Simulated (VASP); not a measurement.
# Ir (Im-3m) in VASP: single point with PBE

Aim: the single point of Ir with PBE.

All numbers are computed with VASP 6.6.1; they aren't measurements. Logs are shortened: lines on timing, memory, paths and dates and some standing lists are left out, and cuts for length are marked.

## 1. The cell of the first run

The structure is cubic, space group Im-3m (No. 229). Conventional cell: a = 3.110 Å, b = 3.110 Å, c = 3.110 Å, α = 90.00°, β = 90.00°, γ = 90.00°. Within 3.6 Å of Ir (site symmetry m-3m) lie 14 Ir at 2.69 to 3.11 Å.

This isn't the form of Ir at room conditions, which is fcc.

## 2. Single point, PBE, non-collinear spin, zero start, spin-orbit coupling

INCAR reads:

```
SYSTEM = Ir
ALGO = Normal
EDIFF = 1E-7
ENCUT = 520
GGA = PE
GGA_COMPAT = .FALSE.
ISIF = 2
ISMEAR = 0
LASPH = .TRUE.
LCHARG = .FALSE.
LMAXMIX = 4
LORBIT = 11
LORBMOM = .TRUE.
LREAL = .FALSE.
LSORBIT = .TRUE.
LWAVE = .FALSE.
MAGMOM = 0 0 0
NBANDS = 20
NELM = 150
PREC = Accurate
SIGMA = 0.05
```

KPOINTS reads:

```
k-points
0
G
  12 12 12
  0 0 0
```

POSCAR reads:

```
Ir
1.0
   -1.5549320501      1.5549320501      1.5549320501
    1.5549320501     -1.5549320501      1.5549320501
    1.5549320501      1.5549320501     -1.5549320501
Ir
1
Direct
    0.0000000000      0.0000000000      0.0000000000
```

Potentials or basis: VASP PAW PBE potentials, release 64 (Ir).

Command:

```
$ cat potpaw_PBE.64/Ir/POTCAR > POTCAR
$ mpirun -np 1 vasp_ncl > vasp.out
```

OUTCAR:

```text
SYSTEM = Ir
   EDIFF = 1E-7
   ENCUT = 520
   GGA = PE
   ISIF = 2
   ISMEAR = 0
   LASPH = .TRUE.
   LORBIT = 11
   LREAL = .FALSE.
   LSORBIT = .TRUE.
   NELM = 150
   PREC = Accurate

 ion  position               nearest neighbor table
   1  0.000  0.000  0.000-

  LATTYP: Found a body centered cubic cell.
 ALAT       =     3.1098641002

  Lattice vectors:

 A1 = (  -1.5549320501,   1.5549320501,   1.5549320501)
 A2 = (   1.5549320501,  -1.5549320501,   1.5549320501)
 A3 = (   1.5549320501,   1.5549320501,  -1.5549320501)

Analysis of symmetry for initial positions (statically):
=====================================================================
 Subroutine PRICEL returns:
 Original cell was already a primitive cell.

 Routine SETGRP: Setting up the symmetry group for a
 body centered cubic supercell.

 Subroutine GETGRP returns: Found 48 space group operations
 (whereof 48 operations were pure point group operations)
 out of a pool of 48 trial point group operations.

The static configuration has the point symmetry O_h .

Analysis of symmetry for dynamics (positions and initial velocities):
=====================================================================
 Subroutine PRICEL returns:
 Original cell was already a primitive cell.

 Routine SETGRP: Setting up the symmetry group for a
 body centered cubic supercell.

 Subroutine GETGRP returns: Found 48 space group operations
 (whereof 48 operations were pure point group operations)
 out of a pool of 48 trial point group operations.

The dynamic configuration has the point symmetry O_h .

Analysis of structural, dynamic, and magnetic symmetry:
=====================================================================
 Subroutine PRICEL returns:
 Original cell was already a primitive cell.

 Routine SETGRP: Setting up the symmetry group for a
 body centered cubic supercell.

 Subroutine GETGRP returns: Found 48 space group operations
 (whereof 48 operations were pure point group operations)
 out of a pool of 48 trial point group operations.

The overall configuration has the point symmetry O_h .

 Subroutine INISYM returns: Found 48 space group operations
 (whereof 48 operations are pure point group operations),
 and found     1 'primitive' translations

----------------------------------------------------------------------------------------

                                     Primitive cell

  volume of cell :      15.0381

  direct lattice vectors                    reciprocal lattice vectors
    -1.554932050  1.554932050  1.554932050     0.000000000  0.321557460  0.321557460
     1.554932050 -1.554932050  1.554932050     0.321557460  0.000000000  0.321557460
     1.554932050  1.554932050 -1.554932050     0.321557460  0.321557460  0.000000000

  length of vectors
     2.693221313  2.693221313  2.693221313     0.454750921  0.454750921  0.454750921

  position of ions in fractional coordinates (direct lattice)
     0.000000000  0.000000000  0.000000000

  ion indices of the primitive-cell ions
   primitive index   ion index
                 1           1

----------------------------------------------------------------------------------------

 KPOINTS: k-points

Automatic generation of k-mesh.
 Grid dimensions read from file:
 generate k-points for:   12   12   12

 Generating k-lattice:

  Cartesian coordinates                     Fractional coordinates (reciprocal lattice)
     0.000000000  0.026796455  0.026796455     0.083333333  0.000000000  0.000000000
     0.026796455  0.000000000  0.026796455     0.000000000  0.083333333  0.000000000
     0.026796455  0.026796455  0.000000000     0.000000000  0.000000000  0.083333333

  Length of vectors
     0.037895910  0.037895910  0.037895910

  Shift w.r.t. Gamma in fractional coordinates (k-lattice)
     0.000000000  0.000000000  0.000000000

 Subroutine IBZKPT returns following result:
 ===========================================

 Found     72 irreducible k-points:

 Following reciprocal coordinates:
            Coordinates               Weight
  0.000000  0.000000  0.000000      1.000000
  0.083333  0.000000  0.000000     12.000000
  0.166667  0.000000  0.000000     12.000000
  0.250000  0.000000  0.000000     12.000000
  0.333333  0.000000  0.000000     12.000000
  0.416667  0.000000  0.000000     12.000000
[... 16 lines left out ...]
  0.333333  0.083333  0.083333     24.000000
  0.416667  0.083333  0.083333     12.000000
 [... further k-points ...]
   k-points           NKPTS =     72   k-points in BZ     NKDIM =     72   number of bands    NBANDS=     20
   number of dos      NEDOS =    301   number of ions     NIONS =      1
   total plane-waves  NPLWV =   8000
   dimension x,y,z NGX =    20 NGY =   20 NGZ =   20
   dimension x,y,z NGXF=    40 NGYF=   40 NGZF=   40
   ions per type =               1
   NGX,Y,Z   is equivalent  to a cutoff of  12.35, 12.35, 12.35 a.u.
   NGXF,Y,Z  is equivalent  to a cutoff of  24.69, 24.69, 24.69 a.u.
 SYSTEM =  Ir
   PREC   = accura    normal or accurate (medium, high low for compatibility)
   ISTART =      0    job   : 0-new  1-cont  2-samecut
   ICHARG =      2    charge: 1-file 2-atom 10-const
   ISPIN  =      1    spin polarized calculation?
   LNONCOLLINEAR =      T non collinear calculations
   LSORBIT =      T    spin-orbit coupling
   LASPH  =      T    aspherical Exc in radial PAW
   ENCUT  =  520.0 eV  38.22 Ry    6.18 a.u.   5.01  5.01  5.01*2*pi/ulx,y,z
   NELM   =    150;   NELMIN=  2; NELMDL= -5     # of ELM steps
   EDIFF  = 0.1E-06   stopping-criterion for ELM
   LREAL  =      F    real-space projection
   EDIFFG = 0.1E-05   stopping-criterion for IOM
   NSW    =      0    number of steps for IOM
   IBRION =     -1    ionic relax: 0-MD 1-quasi-New 2-CG
   NFREE  =      0    steps in history (QN), initial steepest desc. (CG)
   ISIF   =      2    stress and relaxation
   ISYM   =      2    0-nonsym 1-usesym 2-fastsym
   POTIM  = 0.5000    time-step for ionic-motion
   TEBEG  =    0.0;   TEEND  =   0.0 temperature during run
   PSTRESS=    0.0 pullay stress
   NELECT =       9.0000    total number of electrons
   NUPDOWN=      -1.0000    fix difference up-down
   EMIN   =  10.00;   EMAX   =-10.00  energy-range for DOS
   EFERMI =   0.00;   METHOD = LEGACY
   ISMEAR =     0;   SIGMA  =   0.05  broadening in eV -4-tet -1-fermi 0-gaus
   EFERMI_NEDOS =   21; number of points for ismear=-14 and -15
   IALGO  =     38    algorithm
   IMIX   =      4    mixing-type and parameters
     AMIX     =   0.40;   BMIX     =  1.00
     AMIX_MAG =   1.60;   BMIX_MAG =  1.00
  volume/ion in A,a.u.               =      15.04       101.48
  Fermi-wavevector in a.u.,A,eV,Ry     =   1.379614  2.607092 25.896441  1.903335
  Thomas-Fermi vector in A             =   2.504567
   LORBIT       =     11    0 simple, 1 ext, 2 COOP (PROOUT), +10 PAW based schemes
   GGA     = PE    functional components
   LHFCALC =     F    Hartree Fock is set to
   AEXX    =    0.0000 exact exchange contribution
   IVDW    =     0    specifies the selected vdW correction
   LEPSILON=     F    determine dielectric tensor
   LRPA    =     F    only Hartree local field effects (RPA)
 Gauss-broadening in eV      SIGMA  =   0.05
  energy-cutoff  :      520.00
  volume of cell :       15.04
 maximum number of plane-waves:       840
   NGX =  9   NGY =  9   NGZ =  9

 number of electron       9.0000002 magnetization       0.0000000      0.0000000      0.0000000

 number of electron       9.0000002 magnetization      -0.0000000     -0.0000000     -0.0000000

 number of electron       9.0000002 magnetization       0.0000000     -0.0000000     -0.0000000

 number of electron       9.0000002 magnetization      -0.0000000      0.0000000      0.0000000

 Free energy of the ion-electron system (eV)
  ---------------------------------------------------
  ext. energy  EPLUGINS =         0.00000000
  ---------------------------------------------------
  free energy    TOTEN  =        -8.65371002 eV

  energy without entropy =       -8.65126628  energy(sigma->0) =       -8.65248815

 E-fermi :   9.2775     XC(G=0): -13.6083

 val. band max:        9.2692254287   @ k =   0.4167   0.0833   0.0833
 cond. band min:       9.2789173715   @ k =   0.2500   0.2500   0.0000
 fundamental gap:      0.0096919428
 Fermi energy:         9.2774640764

 k-point     1 :       0.0000    0.0000    0.0000
  band No.  band energies     occupation
      1      -1.0809      1.00000
      2      -1.0809      1.00000
      3       5.4094      1.00000
      4       5.4094      1.00000
      5       5.4094      1.00000
      6       5.4094      1.00000
[... 12 lines left out ...]
     19      35.8448      0.00000
     20      35.8454      0.00000

 k-point     2 :       0.0833    0.0000    0.0000
  band No.  band energies     occupation
      1      -0.7776      1.00000
      2      -0.7776      1.00000
      3       5.3492      1.00000
      4       5.3492      1.00000
      5       5.4975      1.00000
      6       5.4975      1.00000
[... 12 lines left out ...]
     19      33.4795      0.00000
     20      33.4795      0.00000

 k-point     3 :       0.1667    0.0000    0.0000
  band No.  band energies     occupation
      1       0.0636      1.00000
      2       0.0636      1.00000
      3       5.1101      1.00000
      4       5.1101      1.00000
      5       5.5059      1.00000
      6       5.5059      1.00000
[... 12 lines left out ...]
     19      31.6459      0.00000
     20      31.6459      0.00000

 k-point     4 :       0.2500    0.0000    0.0000
  band No.  band energies     occupation
      1       1.1616      1.00000
      2       1.1616      1.00000
      3       4.7155      1.00000
      4       4.7155      1.00000
      5       5.5262      1.00000
      6       5.5262      1.00000
[... 429 lines left out ...]
 k-point    23 :       0.3333    0.0833    0.0833
  band No.  band energies     occupation
      1       2.5823      1.00000
      2       2.5823      1.00000
      3       4.0296      1.00000
      4       4.0296      1.00000
      5       6.6621      1.00000
      6       6.6621      1.00000
[... 12 lines left out ...]
     19      32.8777      0.00000
     20      32.8777      0.00000

 k-point    24 :       0.4167    0.0833    0.0833
  band No.  band energies     occupation
      1       2.5402      1.00000
      2       2.5402      1.00000
      3       3.9507      1.00000
      4       3.9507      1.00000
      5       7.4667      1.00000
      6       7.4667      1.00000
[... 12 lines left out ...]
     19      33.9750      0.00000
     20      33.9755      0.00000

 [... further k-points ...]

------------------------ aborting loop because EDIFF is reached ----------------------------------------

  FORCE on cell =-STRESS in cart. coord.  units (eV):
  Direction    XX          YY          ZZ          XY          YZ          ZX
  --------------------------------------------------------------------------------------
  -------------------------------------------------------------------------------------
  Total        0.2132923      0.2132923      0.2132923      0.0000000     -0.0000000      0.0000000
  in kB       22.7243562     22.7243562     22.7243562      0.0000000     -0.0000000      0.0000000
  external PRESSURE =      22.7243562 kB  Pullay stress =       0.0000000 kB

 VOLUME and BASIS-vectors are now :
 -----------------------------------------------------------------------------
  energy-cutoff  :      520.00
  volume of cell :       15.04
      direct lattice vectors                 reciprocal lattice vectors
    -1.554932050  1.554932050  1.554932050     0.000000000  0.321557460  0.321557460
     1.554932050 -1.554932050  1.554932050     0.321557460  0.000000000  0.321557460
     1.554932050  1.554932050 -1.554932050     0.321557460  0.321557460  0.000000000

 POSITION                                       TOTAL-FORCE (eV/Angst)
 -----------------------------------------------------------------------------------
      0.00000      0.00000      0.00000         0.000000     -0.000000     -0.000000
 -----------------------------------------------------------------------------------
    total drift:                                0.000000      0.000000      0.000000

  FREE ENERGIE OF THE ION-ELECTRON SYSTEM (eV)
  ---------------------------------------------------
  free  energy   TOTEN  =        -8.6537100160 eV

  energy  without entropy=       -8.6512662834  energy(sigma->0) =       -8.65248815

 orbital moment (x)

 # of ion     p       d       tot
 ----------------------------------------
  1         0.000  -0.000  -0.000
 ----------------------------------------
            0.000  -0.000  -0.000

 orbital moment (y)

 # of ion     p       d       tot
 ----------------------------------------
  1         0.000   0.000   0.000
 ----------------------------------------
            0.000   0.000   0.000

 orbital moment (z)

 # of ion     p       d       tot
 ----------------------------------------
  1        -0.000   0.000   0.000
 ----------------------------------------
           -0.000   0.000   0.000

 Spin-Orbit-Coupling matrix elements

 Ion:    1  E_soc:     -0.8776992
 l=   1
     0.0000000    -0.0352435    -0.0352435
    -0.0352435     0.0000000    -0.0352435
    -0.0352435    -0.0352435     0.0000000
 l=   2
     0.0000000    -0.0109219     0.0000000    -0.0109219    -0.1001178
    -0.0109219     0.0000000    -0.0750884    -0.0109219    -0.0250295
     0.0000000    -0.0750884     0.0000000    -0.0750884     0.0000000
    -0.0109219    -0.0109219    -0.0750884     0.0000000    -0.0250295
    -0.1001178    -0.0250295     0.0000000    -0.0250295     0.0000000
 l=   3
     0.0000000     0.0000000     0.0000000     0.0000000     0.0000000     0.0000000     0.0000000
     0.0000000     0.0000000     0.0000000     0.0000000     0.0000000     0.0000000     0.0000000
     0.0000000     0.0000000     0.0000000     0.0000000     0.0000000     0.0000000     0.0000000
     0.0000000     0.0000000     0.0000000     0.0000000     0.0000000     0.0000000     0.0000000
     0.0000000     0.0000000     0.0000000     0.0000000     0.0000000     0.0000000     0.0000000
     0.0000000     0.0000000     0.0000000     0.0000000     0.0000000     0.0000000     0.0000000
     0.0000000     0.0000000     0.0000000     0.0000000     0.0000000     0.0000000     0.0000000

 total charge

# of ion       s       p       d       tot
------------------------------------------
    1        0.636   0.637   6.956   8.228

 magnetization (x)

# of ion       s       p       d       tot
------------------------------------------
    1       -0.000  -0.000   0.000  -0.000

 magnetization (y)

# of ion       s       p       d       tot
------------------------------------------
    1        0.000   0.000  -0.000   0.000

 magnetization (z)

# of ion       s       p       d       tot
------------------------------------------
    1        0.000  -0.000   0.000  -0.000
```

Wall time 65 s (1 thread of Intel Xeon 8259CL, shared host); peak memory 0.18 GiB.

Results:

| Property | Result |
| --- | --- |
| Free energy | -8.6537 eV |
| Pressure | 2.3 GPa |
| Net moment | 0.00 μB per cell |
| Valence electrons inside the program's atomic spheres | Ir 8.23 |

Moments on the atoms (μB; x, y, z):
```
Ir  0.00 0.00 0.00
```
